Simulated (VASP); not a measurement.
A run of VASP 6.6.1:

The input POSCAR:

```
Br
1.0
   -1.4277150955      1.4277150955      3.6707059018
    1.4277150955     -1.4277150955      3.6707059018
    1.4277150955      1.4277150955     -3.6707059018
Br
1
Direct
    0.0000000000      0.0000000000      0.0000000000
```

The input INCAR.step1:

```
SYSTEM = Br
ALGO = Normal
EDIFF = 1E-4
ENCUT = 520
GGA = PE
ISMEAR = -1
LASPH = .True.
LCHARG = .False.
LREAL = .False.
LWAVE = .True.
NBANDS = 10
NELM = 60
PREC = Accurate
SIGMA = 0.05
```

Contents of INCAR.step2:

```
SYSTEM = Br
ALGO = Normal
EDIFF = 1E-7
ENCUT = 520
ISIF = 2
ISMEAR = -1
ISTART = 1
LASPH = .True.
LCHARG = .False.
LMIXTAU = .True.
LREAL = .False.
LWAVE = .False.
METAGGA = R2SCAN
NBANDS = 10
NELM = 60
PREC = Accurate
SIGMA = 0.05
```

KPOINTS

```
k-points
0
Gamma
  13 13 13
  0 0 0
```

Potentials or basis: VASP PAW PBE potentials, release 64 (Br).

Run with:

```bash
$ cat potpaw_PBE.64/Br/POTCAR > POTCAR
$ cp INCAR.step1 INCAR
$ mpirun -np 1 vasp_std > vasp.out
$ cp INCAR.step2 INCAR
$ mpirun -np 1 vasp_std > vasp.out
```

Hardware: 1 thread of Intel Xeon 8259CL, with other jobs on the host.

Estimate the wall time of this run.

Run time: 4.4 min on 1 thread of Intel Xeon 8259CL, on a shared host, peak memory 0.22 GiB. Counts: k points 196.
